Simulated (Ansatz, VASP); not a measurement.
SiO2: VASP beside Ansatz

```
CELL_PARAMETERS angstrom
4.08040 0.00000 0.00000
0.00000 4.08040 0.00000
0.00000 0.00000 2.72520
ATOMIC_POSITIONS crystal
Si 0.50000 0.50000 0.50000
Si 0.00000 0.00000 0.00000
O 0.69443 0.69443 0.00000
O 0.19443 0.80557 0.50000
O 0.30557 0.30557 0.00000
O 0.80557 0.19443 0.50000
```

Alike in both runs: task single point; functional LDA; k mesh 6 × 6 × 8; occupations gaussian, width 0.05 eV; no spin polarisation.

```csv
,VASP,Ansatz
version,VASP 6.6.1,Ansatz 0.2.0
potentials or method,"VASP PAW LDA potentials, release 64 (Si, O), cutoff 520 eV","scalar-relativistic, plane waves, PAW"
valence electrons in the cell,32,32
```

VASP gave:

```
gap on the k mesh at the Fermi level (eV)                     : 5.88
least direct gap on the mesh (eV)                             : 5.88
pressure (GPa)                                                : 3.9
traceless stress, the component that is largest in VASP (GPa) : -12.14
rms of the force components (eV/Å)                            : 0.140
```

Task: Which values does Ansatz return?

Result: gap on the k mesh at the Fermi level (eV): 5.87; least direct gap on the mesh (eV): 5.87; pressure (GPa): 2.8; traceless stress, the component that is largest in VASP (GPa): -12.61; rms of the force components (eV/Å): 0.132.

Ansatz warns that its potentials were made for another functional, while VASP's fit it. LDA's correlation is that of Perdew and Zunger in VASP and of Perdew and Wang (1992) in Ansatz. Atom by atom the forces differ by 0.007 eV/Å (rms over components).
